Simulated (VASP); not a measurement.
# Hf2SiO4 (P-3m1) in VASP: relaxation of shape and atoms at fixed volume with PBE

Aim: the relaxation of shape and atoms at fixed volume of Hf2SiO4 with PBE.

Program: VASP 6.6.1. These are calculated values, not measurements. Logs are shortened: lines on timing, memory, paths and dates and some standing lists are left out, and cuts for length are marked.

## (1) The cell of the first run

The structure is trigonal, space group P-3m1 (No. 164). The conventional cell has a = 3.240 Å, b = 3.240 Å, c = 17.062 Å, α = 90.00°, β = 90.00°, γ = 120.00°. Within 2.8 Å of Hf (site symmetry 3m) lie 6 O at 2.12 Å. Within 4.3 Å of Si (site symmetry -3m) lie 6 Si at 3.24 Å. Within 2.8 Å of O (site symmetry 3m) lie 3 Hf at 2.12 Å and 3 O at 2.74 Å. O (site symmetry 3m) has 3 Hf at 2.12 Å and 3 O at 2.74 Å within 2.8 Å.

## (2) Relaxation of shape and atoms at fixed volume, PBE (22.16 Å³/atom)

INCAR reads:

```
SYSTEM = Hf2SiO4
PREC     = Accurate       ! precision mode
ENCUT    = 600            ! plane-wave cutoff, eV
EDIFF    = 1E-7           ! SCF threshold, eV
ISMEAR   = 0              ! smearing method
SIGMA    = 0.1            ! smearing width, eV
LREAL    = .False.        ! projectors in reciprocal space
LASPH    = .True.         ! aspherical terms in the spheres
NELM     = 120            ! most SCF steps
ALGO     = Normal         ! electronic algorithm
ISIF     = 4              ! what is computed and relaxed
LWAVE    = .False.        ! write WAVECAR
LCHARG   = .False.        ! write CHGCAR
GGA      = PE             ! functional
IBRION   = 2              ! ionic algorithm
NSW      = 50             ! ionic steps
EDIFFG   = -0.01          ! ionic threshold
GGA_COMPAT= .False.      
NELMIN   = 4
```

KPOINTS reads:

```
Automatic mesh
0
Gamma
  12 12 2
  0 0 0
```

POSCAR reads:

```
Hf2SiO4
1.0
    3.2401491924      0.0000000000      0.0000000000
   -1.6200745962      2.8060515126      0.0000000000
    0.0000000000      0.0000000000     17.0622572497
Hf Si O
2 1 4
Direct
    0.0000000000      0.0000000000      0.6706554494
    0.0000000000      0.0000000000      0.3293445506
    0.0000000000      0.0000000000      0.0000000000
    0.3333333333      0.6666666667      0.6120756261
    0.6666666667      0.3333333333      0.3879243739
    0.6666666667      0.3333333333      0.7292359816
    0.3333333333      0.6666666667      0.2707640184
```

Potentials or basis: VASP PAW PBE potentials, release 64 (Hf_pv, Si, O).

Started as:

```console
$ cat potpaw_PBE.64/Hf_pv/POTCAR potpaw_PBE.64/Si/POTCAR potpaw_PBE.64/O/POTCAR > POTCAR
$ mpirun -np 1 vasp_std > vasp.out
```

OUTCAR:

```text
SYSTEM = Hf2SiO4
   PREC = Accurate
   ENCUT = 600
   EDIFF = 1E-7
   ISMEAR = 0
   LREAL = .False.
   LASPH = .True.
   NELM = 120
   ISIF = 4
   GGA = PE
   IBRION = 2
   NSW = 50
   EDIFFG = -0.01
   NELMIN = 4

 ion  position               nearest neighbor table
   1  0.000  0.000  0.671-   4 2.12   4 2.12   4 2.12   6 2.12   6 2.12   6 2.12
   2  0.000  0.000  0.329-   5 2.12   5 2.12   5 2.12   7 2.12   7 2.12   7 2.12
   3  0.000  0.000  0.000-
   4  0.333  0.667  0.612-   1 2.12   1 2.12   1 2.12
   5  0.667  0.333  0.388-   2 2.12   2 2.12   2 2.12
   6  0.667  0.333  0.729-   1 2.12   1 2.12   1 2.12
   7  0.333  0.667  0.271-   2 2.12   2 2.12   2 2.12

  LATTYP: Found a hexagonal cell.
 ALAT       =     3.2401491924
 C/A-ratio  =     5.2658863023

  Lattice vectors:

 A1 = (   3.2401491924,   0.0000000000,   0.0000000000)
 A2 = (  -1.6200745962,   2.8060515126,   0.0000000000)
 A3 = (   0.0000000000,   0.0000000000,  17.0622572497)

Analysis of symmetry for initial positions (statically):
=====================================================================
 Subroutine PRICEL returns:
 Original cell was already a primitive cell.

 Routine SETGRP: Setting up the symmetry group for a
 hexagonal supercell.

 Subroutine GETGRP returns: Found 12 space group operations
 (whereof 12 operations were pure point group operations)
 out of a pool of 24 trial point group operations.

The static configuration has the point symmetry D_3d.

Analysis of symmetry for dynamics (positions and initial velocities):
=====================================================================
 Subroutine PRICEL returns:
 Original cell was already a primitive cell.

 Routine SETGRP: Setting up the symmetry group for a
 hexagonal supercell.

 Subroutine GETGRP returns: Found 12 space group operations
 (whereof 12 operations were pure point group operations)
 out of a pool of 24 trial point group operations.

The dynamic configuration has the point symmetry D_3d.

 Subroutine INISYM returns: Found 12 space group operations
 (whereof 12 operations are pure point group operations),
 and found     1 'primitive' translations

----------------------------------------------------------------------------------------

                                     Primitive cell

  volume of cell :     155.1305

  direct lattice vectors                    reciprocal lattice vectors
     3.240149192  0.000000000  0.000000000     0.308627764  0.178186323  0.000000000
    -1.620074596  2.806051513  0.000000000     0.000000000  0.356372645  0.000000000
     0.000000000  0.000000000 17.062257250     0.000000000  0.000000000  0.058608892

  length of vectors
     3.240149192  3.240149192 17.062257250     0.356372645  0.356372645  0.058608892

  position of ions in fractional coordinates (direct lattice)
     0.000000000  0.000000000  0.670655449
     0.000000000  0.000000000  0.329344551
     0.000000000  0.000000000  0.000000000
     0.333333333  0.666666667  0.612075626
     0.666666667  0.333333333  0.387924374
     0.666666667  0.333333333  0.729235982
     0.333333333  0.666666667  0.270764018

  ion indices of the primitive-cell ions
   primitive index   ion index
                 1           1
                 2           2
                 3           3
                 4           4
                 5           5
                 6           6
                 7           7

----------------------------------------------------------------------------------------

 KPOINTS: Automatic mesh

Automatic generation of k-mesh.
 Grid dimensions read from file:
 generate k-points for:   12   12    2

 Generating k-lattice:

  Cartesian coordinates                     Fractional coordinates (reciprocal lattice)
     0.025718980  0.014848860  0.000000000     0.083333333  0.000000000  0.000000000
     0.000000000  0.029697720  0.000000000     0.000000000  0.083333333  0.000000000
     0.000000000  0.000000000  0.029304446     0.000000000  0.000000000  0.500000000

  Length of vectors
     0.029697720  0.029697720  0.029304446

  Shift w.r.t. Gamma in fractional coordinates (k-lattice)
     0.000000000  0.000000000  0.000000000

 Subroutine IBZKPT returns following result:
 ===========================================

 Found     38 irreducible k-points:

 Following reciprocal coordinates:
            Coordinates               Weight
  0.000000  0.000000  0.000000      1.000000
  0.083333  0.000000  0.000000      6.000000
  0.166667  0.000000  0.000000      6.000000
  0.250000  0.000000  0.000000      6.000000
  0.333333  0.000000  0.000000      6.000000
  0.416667 -0.000000  0.000000      6.000000
[... 16 lines left out ...]
  0.250000  0.000000  0.500000      6.000000
  0.333333  0.000000  0.500000      6.000000
 [... further k-points ...]
   k-points           NKPTS =     38   k-points in BZ     NKDIM =     38   number of bands    NBANDS=     28
   number of dos      NEDOS =    301   number of ions     NIONS =      7
   total plane-waves  NPLWV = 109760
   dimension x,y,z NGX =    28 NGY =   28 NGZ =  140
   dimension x,y,z NGXF=    56 NGYF=   56 NGZF=  280
   ions per type =               2   1   4
   NGX,Y,Z   is equivalent  to a cutoff of  14.37, 14.37, 13.64 a.u.
   NGXF,Y,Z  is equivalent  to a cutoff of  28.73, 28.73, 27.28 a.u.
 SYSTEM =  Hf2SiO4
   PREC   = accura    normal or accurate (medium, high low for compatibility)
   ISTART =      0    job   : 0-new  1-cont  2-samecut
   ICHARG =      2    charge: 1-file 2-atom 10-const
   ISPIN  =      1    spin polarized calculation?
   LNONCOLLINEAR =      F non collinear calculations
   LSORBIT =      F    spin-orbit coupling
   LASPH  =      T    aspherical Exc in radial PAW
   ENCUT  =  600.0 eV  44.10 Ry    6.64 a.u.   6.47  6.47 34.08*2*pi/ulx,y,z
   NELM   =    120;   NELMIN=  4; NELMDL= -5     # of ELM steps
   EDIFF  = 0.1E-06   stopping-criterion for ELM
   LREAL  =      F    real-space projection
   EDIFFG = -.1E-01   stopping-criterion for IOM
   NSW    =     50    number of steps for IOM
   IBRION =      2    ionic relax: 0-MD 1-quasi-New 2-CG
   NFREE  =      1    steps in history (QN), initial steepest desc. (CG)
   ISIF   =      4    stress and relaxation
   ISYM   =      2    0-nonsym 1-usesym 2-fastsym
   POTIM  = 0.5000    time-step for ionic-motion
   TEBEG  =    0.0;   TEEND  =   0.0 temperature during run
   PSTRESS=    0.0 pullay stress
   NELECT =      48.0000    total number of electrons
   NUPDOWN=      -1.0000    fix difference up-down
   EMIN   =  10.00;   EMAX   =-10.00  energy-range for DOS
   EFERMI =   0.00;   METHOD = LEGACY
   ISMEAR =     0;   SIGMA  =   0.10  broadening in eV -4-tet -1-fermi 0-gaus
   EFERMI_NEDOS =   21; number of points for ismear=-14 and -15
   IALGO  =     38    algorithm
   IMIX   =      4    mixing-type and parameters
     AMIX     =   0.40;   BMIX     =  1.00
     AMIX_MAG =   1.60;   BMIX_MAG =  1.00
  volume/ion in A,a.u.               =      22.16       149.55
  Fermi-wavevector in a.u.,A,eV,Ry     =   1.107277  2.092450 16.681585  1.226062
  Thomas-Fermi vector in A             =   2.243789
   LORBIT       =      0    0 simple, 1 ext, 2 COOP (PROOUT), +10 PAW based schemes
   GGA     = PE    functional components
   LHFCALC =     F    Hartree Fock is set to
   AEXX    =    0.0000 exact exchange contribution
   IVDW    =     0    specifies the selected vdW correction
   LEPSILON=     F    determine dielectric tensor
   LRPA    =     F    only Hartree local field effects (RPA)
 conjugate gradient relaxation of ions
 non-spin polarized calculation
 Gauss-broadening in eV      SIGMA  =   0.10
  energy-cutoff  :      600.00
  volume of cell :      155.13
 maximum number of plane-waves:      5229
 NGX is ok and might be reduce to    28
   NGX = 13   NGY = 13   NGZ = 69

--------------------------------------- Ionic step        1  -------------------------------------------

 number of electron      48.0000000 magnetization

 Free energy of the ion-electron system (eV)
  ---------------------------------------------------
  ext. energy  EPLUGINS =         0.00000000
  ---------------------------------------------------
  free energy    TOTEN  =       -62.93117080 eV

  energy without entropy =      -62.92141053  energy(sigma->0) =      -62.92629066

------------------------ aborting loop because EDIFF is reached ----------------------------------------

  FORCE on cell =-STRESS in cart. coord.  units (eV):
  Direction    XX          YY          ZZ          XY          YZ          ZX
  --------------------------------------------------------------------------------------
  -------------------------------------------------------------------------------------
  Total       -5.1877465     -5.1877465     -2.6197649     -0.0000000     -0.0000000      0.0000000
  in kB      -53.5787029    -53.5787029    -27.0567582     -0.0000000     -0.0000000      0.0000000
  external PRESSURE =     -44.7380546 kB  Pullay stress =       0.0000000 kB
[... 149 lines left out ...]
  energy  without entropy=      -63.0079792382  energy(sigma->0) =      -63.01320726

--------------------------------------- Ionic step        5  -------------------------------------------

 number of electron      48.0000002 magnetization

 Free energy of the ion-electron system (eV)
  ---------------------------------------------------
  ext. energy  EPLUGINS =         0.00000000
  ---------------------------------------------------
  free energy    TOTEN  =       -63.01867733 eV

  energy without entropy =      -63.00813045  energy(sigma->0) =      -63.01340389

 E-fermi :   1.4108     XC(G=0):  -7.7725

 val. band max:        1.3771144468   @ k =   0.3333   0.2500   0.5000
 cond. band min:       1.4525989204   @ k =   0.2500   0.0833   0.5000
 fundamental gap:      0.0754844736
 Fermi energy:         1.4107853261

 k-point     1 :       0.0000    0.0000    0.0000
  band No.  band energies     occupation
      1     -30.7694      2.00000
      2     -30.7693      2.00000
      3     -30.2701      2.00000
      4     -30.2701      2.00000
      5     -30.2701      2.00000
      6     -30.2701      2.00000
[... 733 lines left out ...]
     27       3.1844      0.00000
     28       4.7000      0.00000

 [... further k-points ...]

------------------------ aborting loop because EDIFF is reached ----------------------------------------

  FORCE on cell =-STRESS in cart. coord.  units (eV):
  Direction    XX          YY          ZZ          XY          YZ          ZX
  --------------------------------------------------------------------------------------
  -------------------------------------------------------------------------------------
  Total       -0.2354228     -0.2354228     -0.2121608      0.0000000      0.0000000      0.0000000
  in kB       -2.4314312     -2.4314312     -2.1911832      0.0000000      0.0000000      0.0000000
  external PRESSURE =      -2.3513485 kB  Pullay stress =       0.0000000 kB
[... 22 lines left out ...]
  FREE ENERGIE OF THE ION-ELECTRON SYSTEM (eV)
  ---------------------------------------------------
  free  energy   TOTEN  =       -63.0186773348 eV

  energy  without entropy=      -63.0081304453  energy(sigma->0) =      -63.01340389

 reached required accuracy - stopping structural energy minimisation
```

Run time: 32 min. Hardware: 1 thread of Intel Xeon 8259CL, shared host; peak memory 0.46 GiB.

What came out:

* Free energy: -63.0187 eV
* Energy gained by relaxing: 12.5 meV/atom
* Ionic steps: 5
* Pressure after relaxing: -0.2 GPa
* Largest force after relaxing: 0.008 eV/Å
* Band gap on the k mesh: zero (bands 24 and 25 overlap by 1.20 eV)

Forces on the atoms (eV/Å):
```
Hf   0.000  0.000 -0.004
Hf   0.000  0.000  0.004
Si   0.000  0.000  0.000
O    0.000  0.000  0.008
O    0.000  0.000 -0.008
O    0.000  0.000 -0.005
O    0.000  0.000  0.005
```

Step by step:
```
step  energy change (eV)  largest force (eV/Å)  pressure (GPa)  volume (Å³)
   1              0.0000                0.6099           -4.47       155.13
   2             -0.0710                0.1605           -1.99       155.13
   3             -0.0819                0.1040           -0.56       155.13
   4             -0.0873                0.0169           -0.30       155.13
   5             -0.0875                0.0082           -0.24       155.13
```

Final structure:
```cif
data_structure
_symmetry_space_group_name_H-M 'P 1'
_symmetry_Int_Tables_number 1
_cell_length_a 3.1976
_cell_length_b 3.1976
_cell_length_c 17.5196
_cell_angle_alpha 90.000
_cell_angle_beta 90.000
_cell_angle_gamma 120.000
_cell_volume 155.13
loop_
_atom_site_label
_atom_site_type_symbol
_atom_site_fract_x
_atom_site_fract_y
_atom_site_fract_z
_atom_site_occupancy
Hf1 Hf 0.00000 0.00000 0.67066 1
Hf2 Hf 0.00000 0.00000 0.32934 1
Si1 Si 0.00000 0.00000 0.00000 1
O1 O 0.33333 0.66667 0.61449 1
O2 O 0.66667 0.33333 0.38551 1
O3 O 0.66667 0.33333 0.72682 1
O4 O 0.33333 0.66667 0.27318 1
```

Caveat: spin-orbit coupling is left out, which moves the levels of the heavy elements.
